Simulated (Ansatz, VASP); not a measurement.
## One calculation of Mg3Zn2O5, two programs

```
Mg Zn O
1.0
     3.03567    0.00000    0.00000
     0.00000   -4.28189    0.00000
    -1.51784    2.14094   -7.56935
Mg Zn O
3 2 5
Direct
  0.59958 0.59958 0.19915
  0.40042 0.40042 0.80085
  0.00000 0.00000 0.00000
  0.19961 0.19961 0.39921
  0.80039 0.80039 0.60079
  0.40253 0.90253 0.80507
  0.19759 0.69759 0.39518
  0.00000 0.50000 0.00000
  0.80241 0.30241 0.60482
  0.59747 0.09746 0.19493
```

Alike in both runs: task single point; functional PBE; k mesh 4 × 4 × 4; occupations gaussian, width 0.1 eV; no spin polarisation.

|  | VASP | Ansatz |
| --- | --- | --- |
| version | VASP 6.6.1 | Ansatz 0.2.0 |
| potentials or method | VASP PAW PBE potentials, release 64 (Mg, Zn, O), cutoff 520 eV | scalar-relativistic, plane waves, PAW |
| valence electrons in the cell | 60 | 84 |

Ansatz gave:

```
gap on the k mesh at the Fermi level (eV)                     : 2.56
least direct gap on the mesh (eV)                             : 2.79
pressure (GPa)                                                : 0.0
traceless stress, the component that is largest in VASP (GPa) : 0.14
rms of the force components (eV/Å)                            : 0.002
```

Q: What did VASP give for the same quantities?

A: gap on the k mesh at the Fermi level (eV): 2.53; least direct gap on the mesh (eV): 2.77; pressure (GPa): -0.1; traceless stress, the component that is largest in VASP (GPa): 0.12; rms of the force components (eV/Å): 0.023.

Atom by atom the forces differ by 0.021 eV/Å (rms over components). The functional is the same, so the differences come from potentials, cutoffs and numerics. VASP's potentials hold 60 valence electrons a cell and Ansatz's 84, so a difference there can come from the potentials and not from the codes.

The k mesh is coarse, so the values compare programs but aren't converged.
